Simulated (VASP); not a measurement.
# GaAsH3 in VASP: a series of runs

Runs on GaAsH3. Level: PBE. Tasks: single point.

All numbers are computed with VASP 6.6.1; they aren't measurements. Logs are shortened: lines on timing, memory, paths and dates and some standing lists are left out, and cuts for length are marked.

**1. The cell of the first run**

The cell holds a wire or tube with vacuum around it, 20 atoms: a = 15.100 Å, b = 16.900 Å, c = 5.897 Å, α = 90.00°, β = 90.00°, γ = 90.00°.

**2. Single point, PBE**

INCAR

```
PREC = Accurate
ENCUT = 400
EDIFF = 1E-6
ISMEAR = 0
SIGMA = 0.05
LREAL = Auto
LASPH = T
NELM = 120
ALGO = Normal
ISIF = 2
LWAVE = F
LCHARG = F
GGA = PE
NBANDS = 78
GGA_COMPAT = F
```

KPOINTS

```
Automatic mesh
0
Gamma
  1 1 10
```

POSCAR

```
GaAsH3
1.0
   15.1000000000      0.0000000000      0.0000000000
    0.0000000000     16.9000000000      0.0000000000
    0.0000000000      0.0000000000      5.8966603921
Ga As H
4 4 12
Direct
    0.6551883222      0.5000000000      0.0000000000
    0.4625475728      0.5000000000      0.5000000000
    0.4448338752      0.3192748750     -0.0398166039
    0.4448338752      0.6807251250      0.0398166039
    0.3733893504      0.5925677075      0.7381979264
    0.3733893504      0.4074322925      0.2618020736
    0.5437075031      0.5801624366      0.2226178058
    0.5437075031      0.4198375634      0.7773821942
    0.7022071249      0.5573475688      0.8310386457
    0.7022071249      0.4426524312      0.1689613543
    0.2964097784      0.5455206170      0.8350446128
    0.3194874428      0.6423094450      0.5744831851
    0.2964097784      0.4544793830      0.1649553872
    0.3194874428      0.3576905550      0.4255168149
    0.5982048570      0.6316611281      0.3819956231
    0.3676637393      0.2946097480      0.7984013297
    0.5022145743      0.2616888264      0.1053764809
    0.3676637393      0.7053902520      0.2015986703
    0.5022145743      0.7383111736      0.8946235191
    0.5982048570      0.3683388719      0.6180043769
```

Potentials or basis: VASP PAW PBE potentials, release 64 (Ga_d, As_d, H).

Launch:

```console
> cat potpaw_PBE.64/Ga_d/POTCAR potpaw_PBE.64/As_d/POTCAR potpaw_PBE.64/H/POTCAR > POTCAR
> mpirun -np 1 vasp_std > vasp.out
```

OUTCAR:

```text
PREC = Accurate
   ENCUT = 400
   EDIFF = 1E-6
   ISMEAR = 0
   LREAL = Auto
   LASPH = T
   NELM = 120
   ISIF = 2
   GGA = PE

 ion  position               nearest neighbor table
   1  0.655  0.500  0.000-   9 1.56  10 1.56   7 2.53   8 2.53
   2  0.463  0.500  0.500-   7 2.45   8 2.45   5 2.50   6 2.50
   3  0.445  0.319  0.960-  17 1.56  16 1.56   8 2.51   6 2.56
   4  0.445  0.681  0.040-  19 1.56  18 1.56   7 2.51   5 2.56
   5  0.373  0.593  0.738-  12 1.52  11 1.52   2 2.50   4 2.56
   6  0.373  0.407  0.262-  14 1.52  13 1.52   2 2.50   3 2.56
   7  0.544  0.580  0.223-  15 1.52   2 2.45   4 2.51   1 2.53
   8  0.544  0.420  0.777-  20 1.52   2 2.45   3 2.51   1 2.53
   9  0.702  0.557  0.831-   1 1.56
  10  0.702  0.443  0.169-   1 1.56
  11  0.296  0.546  0.835-   5 1.52
  12  0.319  0.642  0.574-   5 1.52
  13  0.296  0.454  0.165-   6 1.52
  14  0.319  0.358  0.426-   6 1.52
  15  0.598  0.632  0.382-   7 1.52
  16  0.368  0.295  0.798-   3 1.56
  17  0.502  0.262  0.105-   3 1.56
  18  0.368  0.705  0.202-   4 1.56
  19  0.502  0.738  0.895-   4 1.56
  20  0.598  0.368  0.618-   8 1.52

  LATTYP: Found a simple orthorhombic cell.
 ALAT       =     5.8966603921
 B/A-ratio  =     2.5607715208
 C/A-ratio  =     2.8660290531

  Lattice vectors:

 A1 = (   0.0000000000,   0.0000000000,   5.8966603921)
 A2 = (  15.1000000000,   0.0000000000,   0.0000000000)
 A3 = (   0.0000000000,  16.9000000000,   0.0000000000)

Analysis of symmetry for initial positions (statically):
=====================================================================
 Subroutine PRICEL returns:
 Original cell was already a primitive cell.

 Routine SETGRP: Setting up the symmetry group for a
 simple orthorhombic supercell.

 Subroutine GETGRP returns: Found  2 space group operations
 (whereof  2 operations were pure point group operations)
 out of a pool of  8 trial point group operations.

The static configuration has the point symmetry C_2 .

Analysis of symmetry for dynamics (positions and initial velocities):
=====================================================================
 Subroutine PRICEL returns:
 Original cell was already a primitive cell.

 Routine SETGRP: Setting up the symmetry group for a
 simple orthorhombic supercell.

[... 121 lines left out ...]
   EDIFF  = 0.1E-05   stopping-criterion for ELM
   LREAL  =      T    real-space projection
   EDIFFG = 0.1E-04   stopping-criterion for IOM
   NSW    =      0    number of steps for IOM
   IBRION =     -1    ionic relax: 0-MD 1-quasi-New 2-CG
   NFREE  =      0    steps in history (QN), initial steepest desc. (CG)
   ISIF   =      2    stress and relaxation
   ISYM   =      2    0-nonsym 1-usesym 2-fastsym
   POTIM  = 0.5000    time-step for ionic-motion
   TEBEG  =    0.0;   TEEND  =   0.0 temperature during run
   PSTRESS=    0.0 pullay stress
   NELECT =     124.0000    total number of electrons
   NUPDOWN=      -1.0000    fix difference up-down
   EMIN   =  10.00;   EMAX   =-10.00  energy-range for DOS
   EFERMI =   0.00;   METHOD = LEGACY
   ISMEAR =     0;   SIGMA  =   0.05  broadening in eV -4-tet -1-fermi 0-gaus
   EFERMI_NEDOS =   21; number of points for ismear=-14 and -15
   IALGO  =     38    algorithm
   IMIX   =      4    mixing-type and parameters
     AMIX     =   0.40;   BMIX     =  1.00
     AMIX_MAG =   1.60;   BMIX_MAG =  1.00
  volume/ion in A,a.u.               =      75.24       507.73
  Fermi-wavevector in a.u.,A,eV,Ry     =   0.712403  1.346246  6.905193  0.507517
  Thomas-Fermi vector in A             =   1.799768
   LORBIT       =      0    0 simple, 1 ext, 2 COOP (PROOUT), +10 PAW based schemes
   GGA     = PE    functional components
   LHFCALC =     F    Hartree Fock is set to
   AEXX    =    0.0000 exact exchange contribution
   IVDW    =     0    specifies the selected vdW correction
   LEPSILON=     F    determine dielectric tensor
   LRPA    =     F    only Hartree local field effects (RPA)
 non-spin polarized calculation
 Gauss-broadening in eV      SIGMA  =   0.05
  energy-cutoff  :      400.00
  volume of cell :     1504.77
 maximum number of plane-waves:     27397
 NGX is ok and might be reduce to    98
   NGX = 49   NGY = 55   NGZ = 19

 number of electron     124.0000014 magnetization

 Free energy of the ion-electron system (eV)
  ---------------------------------------------------
  ext. energy  EPLUGINS =         0.00000000
  ---------------------------------------------------
  free energy    TOTEN  =       -69.90780280 eV

  energy without entropy =      -69.90780280  energy(sigma->0) =      -69.90780280

 E-fermi :  -4.8854     XC(G=0):  -2.3132

 val. band max:       -5.1454277473   @ k =   0.0000   0.0000   0.0000
 cond. band min:      -1.3640597868   @ k =   0.0000   0.0000   0.4000
 fundamental gap:      3.7813679605
 Fermi energy:        -4.8854204165

 k-point     1 :       0.0000    0.0000    0.0000
  band No.  band energies     occupation
      1     -39.4487      2.00000
      2     -39.4486      2.00000
      3     -39.4192      2.00000
      4     -39.4190      2.00000
      5     -39.3747      2.00000
      6     -39.3747      2.00000
[... 451 lines left out ...]
     73       0.8904      0.00000
     74       0.9247      0.00000
 [bands above 74 left out]

------------------------ aborting loop because EDIFF is reached ----------------------------------------

  FORCE on cell =-STRESS in cart. coord.  units (eV):
  Direction    XX          YY          ZZ          XY          YZ          ZX
  --------------------------------------------------------------------------------------
  -------------------------------------------------------------------------------------
  Total       -1.0408755     -0.9996765     -0.9666112      0.0000000      0.0270654      0.0000000
  in kB       -1.1082548     -1.0643888     -1.0291831      0.0000000      0.0288174      0.0000000
  external PRESSURE =      -1.0672755 kB  Pullay stress =       0.0000000 kB

 VOLUME and BASIS-vectors are now :
 -----------------------------------------------------------------------------
  energy-cutoff  :      400.00
  volume of cell :     1504.77
      direct lattice vectors                 reciprocal lattice vectors
    15.100000000  0.000000000  0.000000000     0.066225166  0.000000000  0.000000000
     0.000000000 16.900000000  0.000000000     0.000000000  0.059171598  0.000000000
     0.000000000  0.000000000  5.896660392     0.000000000  0.000000000  0.169587518

 POSITION                                       TOTAL-FORCE (eV/Angst)
 -----------------------------------------------------------------------------------
      9.89334      8.45000      0.00000         0.021777      0.000000      0.000000
      6.98447      8.45000      2.94833         0.007973      0.000000      0.000000
      6.71699      5.39575      5.66188         0.009617     -0.032419     -0.001794
      6.71699     11.50425      0.23478         0.009617      0.032419      0.001794
      5.63818     10.01439      4.35290        -0.043876      0.008755     -0.005361
      5.63818      6.88561      1.54376        -0.043876     -0.008755      0.005361
[... 12 lines left out ...]
      7.58344     12.47746      5.27529        -0.007645     -0.009572      0.008851
      9.03289      6.22493      3.64416        -0.011043      0.017555      0.014877
 -----------------------------------------------------------------------------------
    total drift:                                0.012359     -0.000000      0.000023

  FREE ENERGIE OF THE ION-ELECTRON SYSTEM (eV)
  ---------------------------------------------------
  free  energy   TOTEN  =       -69.9078028005 eV

  energy  without entropy=      -69.9078028005  energy(sigma->0) =      -69.90780280
```

OSZICAR:

```text
N       E                     dE             d eps       ncg     rms          rms(c)
DAV:   1     0.974884968062E+03    0.97488E+03   -0.51021E+04  1420   0.225E+03
DAV:   2     0.881922575082E+02   -0.88669E+03   -0.85616E+03  1230   0.535E+02
DAV:   3    -0.618639742806E+02   -0.15006E+03   -0.14942E+03  1354   0.157E+02
DAV:   4    -0.730392800323E+02   -0.11175E+02   -0.11138E+02  1328   0.528E+01
[... 15 lines left out ...]
DAV:  20    -0.699077720083E+02   -0.26762E-04   -0.15366E-06   864   0.380E-03    0.751E-04
DAV:  21    -0.699077886662E+02   -0.16658E-04   -0.57412E-07   766   0.320E-03    0.351E-04
DAV:  22    -0.699077970127E+02   -0.83464E-05   -0.32342E-07   808   0.244E-03    0.328E-04
DAV:  23    -0.699078019414E+02   -0.49287E-05   -0.28073E-07   698   0.200E-03    0.132E-04
DAV:  24    -0.699078028005E+02   -0.85913E-06   -0.85418E-08   864   0.158E-03
   1 F= -.69907803E+02 E0= -.69907803E+02  d E =-.703327E-14
```

It took 8.9 min on 1 thread of Intel Xeon 6975P-C (Granite Rapids), shared host; peak memory 0.99 GiB.

Results:

- Free energy: -69.9078 eV
- Largest force: 0.045 eV/Å
- Band gap on the k mesh: 3.78 eV (least direct gap 3.87 eV)

Forces on the atoms (eV/Å):
```
Ga   0.022  0.000  0.000
Ga   0.008  0.000  0.000
Ga   0.010 -0.032 -0.002
Ga   0.010  0.032  0.002
As  -0.044  0.009 -0.005
As  -0.044 -0.009  0.005
As   0.020  0.023  0.017
As   0.020 -0.023 -0.017
H   -0.011 -0.002  0.009
H   -0.011  0.002 -0.009
H    0.012  0.005 -0.014
H    0.010 -0.008  0.017
H    0.012 -0.005  0.014
H    0.010  0.008 -0.017
H   -0.011 -0.018 -0.015
H    0.007  0.011  0.013
H   -0.008  0.010 -0.009
H    0.007 -0.011 -0.013
H   -0.008 -0.010  0.009
H   -0.011  0.018  0.015
```

**3. Single point, PBE**

This run uses another cell than the first one.

INCAR

```
SYSTEM = GaAsH3
PREC = Accurate
ENCUT = 520
EDIFF = 1E-7
ISMEAR = 0
SIGMA = 0.05
LREAL = Auto
LASPH = .TRUE.
NELM = 60
ALGO = Normal
ISIF = 2
LWAVE = .FALSE.
LCHARG = .FALSE.
GGA = PE
NBANDS = 58
```

KPOINTS

```
Automatic mesh
0
G
  1 1 10
  0 0 0
```

POSCAR

```
GaAsH3
1.0
   15.1000000000      0.0000000000      0.0000000000
    0.0000000000     16.9000000000      0.0000000000
    0.0000000000      0.0000000000      5.7453845737
Ga As H
4 4 12
Direct
    0.6417275138      0.5000000000      0.0000000000
    0.4514829915      0.5000000000      0.5000000000
    0.4514829915      0.3300182079      0.0000000000
    0.4514829915      0.6699817921      0.0000000000
    0.3563607303      0.5849908961      0.7500000000
    0.3563607303      0.4150091039      0.2500000000
    0.5466052526      0.5849908961      0.2500000000
    0.5466052526      0.4150091039      0.7500000000
    0.7017566477      0.5536354984      0.8422316364
    0.7017566477      0.4463645016      0.1577683636
    0.2982433523      0.5330635346      0.9027438935
    0.2982433523      0.6369182575      0.5972561065
    0.2982433523      0.4669364654      0.0972561065
    0.2982433523      0.3630817425      0.4027438935
    0.6047226307      0.6369182575      0.4027438935
    0.3914538575      0.2763827095      0.8422316364
    0.5115121254      0.2763827095      0.1577683636
    0.3914538575      0.7236172905      0.1577683636
    0.5115121254      0.7236172905      0.8422316364
    0.6047226307      0.3630817425      0.5972561065
```

Potentials or basis: VASP PAW PBE potentials, release 64 (Ga_d, As, H).

Launch:

```console
> cat potpaw_PBE.64/Ga_d/POTCAR potpaw_PBE.64/As/POTCAR potpaw_PBE.64/H/POTCAR > POTCAR
> mpirun -np 1 vasp_std > vasp.out
```

It took 31 min on 1 thread of Intel Xeon 8259CL, shared host; peak memory 1.4 GiB.

Results (log left out):

| Item | Value |
| --- | --- |
| Free energy | -68.7908 eV |
| Largest force | 1.231 eV/Å |
| Band gap on the k mesh | 3.05 eV |

Forces on the atoms (eV/Å):
```
Ga   1.088  0.000  0.000
Ga   0.457  0.000  0.000
Ga   0.203 -1.123 -0.461
Ga   0.203  1.123  0.461
As   0.972  0.117 -0.015
As   0.972 -0.117  0.015
As  -0.705 -0.544 -0.577
As  -0.705  0.544  0.577
H   -0.234  0.220 -0.119
H   -0.234 -0.220  0.119
H   -0.439  0.196 -0.298
H   -0.220 -0.203  0.164
H   -0.439 -0.196  0.298
H   -0.220  0.203 -0.164
H   -0.110 -0.041  0.042
H   -0.270  0.209 -0.100
H    0.030  0.320  0.242
H   -0.270 -0.209  0.100
H    0.030 -0.320 -0.242
H   -0.110  0.041 -0.042
```

Levels at points of the mesh, in eV from the valence-band top:
| k point | band 39 | band 40 | band 41 | band 42 | band 43 | band 44 | band 45 | band 46 |
| --- | --- | --- | --- | --- | --- | --- | --- | --- |
| (0.00, 0.00, 0.00) | -0.80 | -0.38 | -0.14 | 0.00 | 3.05 | 3.61 | 3.89 | 4.16 |
| (0.00, 0.00, 0.50) | -0.57 | -0.34 | -0.28 | -0.25 | 3.25 | 3.41 | 3.48 | 4.10 |
